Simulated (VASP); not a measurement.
# K (Fm-3m) in VASP: single point with r2SCAN

Aim: the single point of K with r2SCAN.

All numbers are computed with VASP 6.6.1; they aren't measurements. Logs are shortened: lines on timing, memory, paths and dates and some standing lists are left out, and cuts for length are marked.

## 1. The cell of the first run

The structure is cubic, space group Fm-3m (No. 225). The conventional cell has a = 6.746 Å, b = 6.746 Å, c = 6.746 Å, α = 90.00°, β = 90.00°, γ = 90.00°.

This isn't the form of K at room conditions, which is bcc.

## 2. Single point, r2SCAN

Input file POSCAR:

```
K
1.0
    0.0000000000      3.3730716274      3.3730716274
    3.3730716274      0.0000000000      3.3730716274
    3.3730716274      3.3730716274      0.0000000000
K
1
Direct
    0.0000000000      0.0000000000      0.0000000000
```

Input file INCAR.step1:

```
PREC = Accurate
ENCUT = 520
ISMEAR = 0
SIGMA = 0.1
LREAL = F
LASPH = T
NELM = 60
NBANDS = 10
GGA = PE
ALGO = Normal
EDIFF = 1E-4
LWAVE = T
LCHARG = F
```

Input file INCAR.step2:

```
PREC = Accurate
ENCUT = 520
EDIFF = 1E-7
ISMEAR = 0
SIGMA = 0.1
LREAL = F
LASPH = T
NELM = 60
ALGO = Normal
ISIF = 2
LWAVE = F
LCHARG = F
METAGGA = R2SCAN
LMIXTAU = T
NBANDS = 10
ISTART = 1
```

Input file KPOINTS:

```
regular mesh
0
Gamma
  12 12 12
```

Potentials or basis: VASP PAW PBE potentials, release 64 (K_sv).

On the command line:

```bash
> cat potpaw_PBE.64/K_sv/POTCAR > POTCAR
> cp INCAR.step1 INCAR
> mpirun -np 1 vasp_std > vasp.out
> cp INCAR.step2 INCAR
> mpirun -np 1 vasp_std > vasp.out
```

OUTCAR:

```text
PREC = Accurate
   ENCUT = 520
   EDIFF = 1E-7
   ISMEAR = 0
   LREAL = F
   LASPH = T
   NELM = 60
   ISIF = 2
   METAGGA = R2SCAN
   ISTART = 1

 ion  position               nearest neighbor table
   1  0.000  0.000  0.000-

  LATTYP: Found a face centered cubic cell.
 ALAT       =     6.7461432548

  Lattice vectors:

 A1 = (   0.0000000000,   3.3730716274,   3.3730716274)
 A2 = (   3.3730716274,   0.0000000000,   3.3730716274)
 A3 = (   3.3730716274,   3.3730716274,   0.0000000000)

Analysis of symmetry for initial positions (statically):
=====================================================================
 Subroutine PRICEL returns:
 Original cell was already a primitive cell.

 Routine SETGRP: Setting up the symmetry group for a
 face centered cubic supercell.

 Subroutine GETGRP returns: Found 48 space group operations
 (whereof 48 operations were pure point group operations)
 out of a pool of 48 trial point group operations.

The static configuration has the point symmetry O_h .

Analysis of symmetry for dynamics (positions and initial velocities):
=====================================================================
 Subroutine PRICEL returns:
 Original cell was already a primitive cell.

 Routine SETGRP: Setting up the symmetry group for a
 face centered cubic supercell.

 Subroutine GETGRP returns: Found 48 space group operations
 (whereof 48 operations were pure point group operations)
 out of a pool of 48 trial point group operations.

The dynamic configuration has the point symmetry O_h .

 Subroutine INISYM returns: Found 48 space group operations
 (whereof 48 operations are pure point group operations),
 and found     1 'primitive' translations

----------------------------------------------------------------------------------------

                                     Primitive cell

  volume of cell :      76.7550

  direct lattice vectors                    reciprocal lattice vectors
     0.000000000  3.373071627  3.373071627    -0.148232844  0.148232844  0.148232844
     3.373071627  0.000000000  3.373071627     0.148232844 -0.148232844  0.148232844
     3.373071627  3.373071627  0.000000000     0.148232844  0.148232844 -0.148232844

  length of vectors
     4.770243642  4.770243642  4.770243642     0.256746817  0.256746817  0.256746817

  position of ions in fractional coordinates (direct lattice)
     0.000000000  0.000000000  0.000000000

  ion indices of the primitive-cell ions
   primitive index   ion index
                 1           1

----------------------------------------------------------------------------------------

 KPOINTS: regular mesh

Automatic generation of k-mesh.
 Grid dimensions read from file:
 generate k-points for:   12   12   12

 Generating k-lattice:

  Cartesian coordinates                     Fractional coordinates (reciprocal lattice)
    -0.012352737  0.012352737  0.012352737     0.083333333  0.000000000  0.000000000
     0.012352737 -0.012352737  0.012352737     0.000000000  0.083333333  0.000000000
     0.012352737  0.012352737 -0.012352737     0.000000000  0.000000000  0.083333333

  Length of vectors
     0.021395568  0.021395568  0.021395568

  Shift w.r.t. Gamma in fractional coordinates (k-lattice)
     0.000000000  0.000000000  0.000000000

 Subroutine IBZKPT returns following result:
 ===========================================

 Found     72 irreducible k-points:

 Following reciprocal coordinates:
            Coordinates               Weight
  0.000000  0.000000  0.000000      1.000000
  0.083333  0.000000  0.000000      8.000000
  0.166667  0.000000  0.000000      8.000000
  0.250000  0.000000  0.000000      8.000000
  0.333333  0.000000  0.000000      8.000000
  0.416667  0.000000  0.000000      8.000000
[... 16 lines left out ...]
  0.500000  0.166667  0.000000     24.000000
 -0.416667  0.166667  0.000000     24.000000
 [... further k-points ...]
   k-points           NKPTS =     72   k-points in BZ     NKDIM =     72   number of bands    NBANDS=     10
   number of dos      NEDOS =    301   number of ions     NIONS =      1
   total plane-waves  NPLWV =  46656
   dimension x,y,z NGX =    36 NGY =   36 NGZ =   36
   dimension x,y,z NGXF=    72 NGYF=   72 NGZF=   72
   ions per type =               1
   NGX,Y,Z   is equivalent  to a cutoff of  12.55, 12.55, 12.55 a.u.
   NGXF,Y,Z  is equivalent  to a cutoff of  25.09, 25.09, 25.09 a.u.
 SYSTEM =  unknown system
   PREC   = accura    normal or accurate (medium, high low for compatibility)
   ISTART =      1    job   : 0-new  1-cont  2-samecut
   ICHARG =      0    charge: 1-file 2-atom 10-const
   ISPIN  =      1    spin polarized calculation?
   LNONCOLLINEAR =      F non collinear calculations
   LSORBIT =      F    spin-orbit coupling
   LASPH  =      T    aspherical Exc in radial PAW
   ENCUT  =  520.0 eV  38.22 Ry    6.18 a.u.   8.87  8.87  8.87*2*pi/ulx,y,z
   NELM   =     60;   NELMIN=  2; NELMDL=  0     # of ELM steps
   EDIFF  = 0.1E-06   stopping-criterion for ELM
   LREAL  =      F    real-space projection
   EDIFFG = 0.1E-05   stopping-criterion for IOM
   NSW    =      0    number of steps for IOM
   IBRION =     -1    ionic relax: 0-MD 1-quasi-New 2-CG
   NFREE  =      0    steps in history (QN), initial steepest desc. (CG)
   ISIF   =      2    stress and relaxation
   ISYM   =      2    0-nonsym 1-usesym 2-fastsym
   POTIM  = 0.5000    time-step for ionic-motion
   TEBEG  =    0.0;   TEEND  =   0.0 temperature during run
   PSTRESS=    0.0 pullay stress
   NELECT =       9.0000    total number of electrons
   NUPDOWN=      -1.0000    fix difference up-down
   EMIN   =  10.00;   EMAX   =-10.00  energy-range for DOS
   EFERMI =   0.00;   METHOD = LEGACY
   ISMEAR =     0;   SIGMA  =   0.10  broadening in eV -4-tet -1-fermi 0-gaus
   EFERMI_NEDOS =   21; number of points for ismear=-14 and -15
   IALGO  =     38    algorithm
   IMIX   =      4    mixing-type and parameters
     AMIX     =   0.40;   BMIX     =  1.00
     AMIX_MAG =   1.60;   BMIX_MAG =  1.00
  volume/ion in A,a.u.               =      76.76       517.97
  Fermi-wavevector in a.u.,A,eV,Ry     =   0.801285  1.514208  8.735715  0.642057
  Thomas-Fermi vector in A             =   1.908742
   LORBIT       =      0    0 simple, 1 ext, 2 COOP (PROOUT), +10 PAW based schemes
   METAGGA = R2SCAN    functional components
   LHFCALC =     F    Hartree Fock is set to
   AEXX    =    0.0000 exact exchange contribution
   IVDW    =     0    specifies the selected vdW correction
   LEPSILON=     F    determine dielectric tensor
   LRPA    =     F    only Hartree local field effects (RPA)
 non-spin polarized calculation
 Gauss-broadening in eV      SIGMA  =   0.10
  energy-cutoff  :      520.00
  volume of cell :       76.76
 maximum number of plane-waves:      2120
   NGX = 17   NGY = 17   NGZ = 17

 number of electron       9.0000001 magnetization

 Free energy of the ion-electron system (eV)
  ---------------------------------------------------
  ext. energy  EPLUGINS =         0.00000000
  ---------------------------------------------------
  free energy    TOTEN  =        -6.01395305 eV

  energy without entropy =       -6.01037364  energy(sigma->0) =       -6.01216335

 E-fermi :  -0.1780     XC(G=0):  -5.8035

 val. band max:       -0.2402926530   @ k =   0.5000   0.2500   0.0833
 cond. band min:      -0.1472519249   @ k =  -0.4167   0.0833   0.0000
 fundamental gap:      0.0930407281
 Fermi energy:        -0.1779821276

 k-point     1 :       0.0000    0.0000    0.0000
  band No.  band energies     occupation
      1     -33.8354      2.00000
      2     -16.5099      2.00000
      3     -16.5099      2.00000
      4     -16.5098      2.00000
      5      -2.4040      2.00000
      6       4.4575      0.00000
      7       4.4575      0.00000
      8       4.4575      0.00000
      9       5.7772      0.00000
     10       5.7772      0.00000

 k-point     2 :       0.0833    0.0000    0.0000
  band No.  band energies     occupation
      1     -33.8352      2.00000
      2     -16.5138      2.00000
      3     -16.5104      2.00000
      4     -16.5104      2.00000
      5      -2.3197      2.00000
      6       4.1907      0.00000
      7       4.4893      0.00000
      8       4.4893      0.00000
      9       5.6939      0.00000
     10       5.6939      0.00000

 k-point     3 :       0.1667    0.0000    0.0000
  band No.  band energies     occupation
      1     -33.8346      2.00000
      2     -16.5247      2.00000
      3     -16.5118      2.00000
      4     -16.5118      2.00000
      5      -2.0701      2.00000
      6       3.5713      0.00000
      7       4.5418      0.00000
      8       4.5419      0.00000
      9       5.5659      0.00000
     10       5.5660      0.00000

 k-point     4 :       0.2500    0.0000    0.0000
  band No.  band energies     occupation
      1     -33.8338      2.00000
      2     -16.5396      2.00000
      3     -16.5139      2.00000
      4     -16.5139      2.00000
      5      -1.6648      2.00000
      6       2.8027      0.00000
      7       4.5041      0.00000
      8       4.5041      0.00000
      9       5.6242      0.00000
     10       5.6242      0.00000
[... 222 lines left out ...]
 k-point    22 :       0.4167    0.1667    0.0000
  band No.  band energies     occupation
      1     -33.8323      2.00000
      2     -16.5566      2.00000
      3     -16.5234      2.00000
      4     -16.5212      2.00000
      5      -0.6451      2.00000
      6       1.8494      0.00000
      7       3.5324      0.00000
      8       4.4173      0.00000
      9       5.3635      0.00000
     10       6.4819      0.00000

 k-point    23 :       0.5000    0.1667    0.0000
  band No.  band energies     occupation
      1     -33.8319      2.00000
      2     -16.5629      2.00000
      3     -16.5266      2.00000
      4     -16.5213      2.00000
      5       0.0365      0.00241
      6       1.0587      0.00000
      7       3.3831      0.00000
      8       4.3628      0.00000
      9       5.5879      0.00000
     10       6.5817      0.00000

 k-point    24 :      -0.4167    0.1667    0.0000
  band No.  band energies     occupation
      1     -33.8319      2.00000
      2     -16.5634      2.00000
      3     -16.5285      2.00000
      4     -16.5201      2.00000
      5       0.2773      0.00000
      6       0.8072      0.00000
      7       3.2963      0.00000
      8       4.3708      0.00000
      9       5.8240      0.00000
     10       6.2705      0.00000

 [... further k-points ...]

------------------------ aborting loop because EDIFF is reached ----------------------------------------

  FORCE on cell =-STRESS in cart. coord.  units (eV):
  Direction    XX          YY          ZZ          XY          YZ          ZX
  --------------------------------------------------------------------------------------
  -------------------------------------------------------------------------------------
  Total       -0.0112023     -0.0112023     -0.0112023      0.0000000      0.0000000      0.0000000
  in kB       -0.2338365     -0.2338365     -0.2338365      0.0000000      0.0000000      0.0000000
  external PRESSURE =      -0.2338365 kB  Pullay stress =       0.0000000 kB

 VOLUME and BASIS-vectors are now :
 -----------------------------------------------------------------------------
  energy-cutoff  :      520.00
  volume of cell :       76.76
      direct lattice vectors                 reciprocal lattice vectors
     0.000000000  3.373071627  3.373071627    -0.148232844  0.148232844  0.148232844
     3.373071627  0.000000000  3.373071627     0.148232844 -0.148232844  0.148232844
     3.373071627  3.373071627  0.000000000     0.148232844  0.148232844 -0.148232844

 POSITION                                       TOTAL-FORCE (eV/Angst)
 -----------------------------------------------------------------------------------
      0.00000      0.00000      0.00000        -0.000000      0.000000      0.000000
 -----------------------------------------------------------------------------------
    total drift:                               -0.000000      0.000000      0.000000

  FREE ENERGIE OF THE ION-ELECTRON SYSTEM (eV)
  ---------------------------------------------------
  free  energy   TOTEN  =        -6.0139530537 eV

  energy  without entropy=       -6.0103736368  energy(sigma->0) =       -6.01216335
```

Wall time 2.3 min (1 thread of Intel Xeon Platinum 8259CL at 2.50GHz (Skylake/Cascade Lake), shared host); peak memory 0.24 GiB.

What came out:

| Property | Result |
| --- | --- |
| Free energy | -6.0140 eV |
| Pressure | 0.0 GPa |
| Band gap on the k mesh | zero (an odd number of electrons rules out a gap without spin polarisation) |

Caveat: the PAW data sets were made with another functional, which shifts forces and pressure a little.

The gap in the log of VASP goes by the Fermi energy; the results here count the filled bands.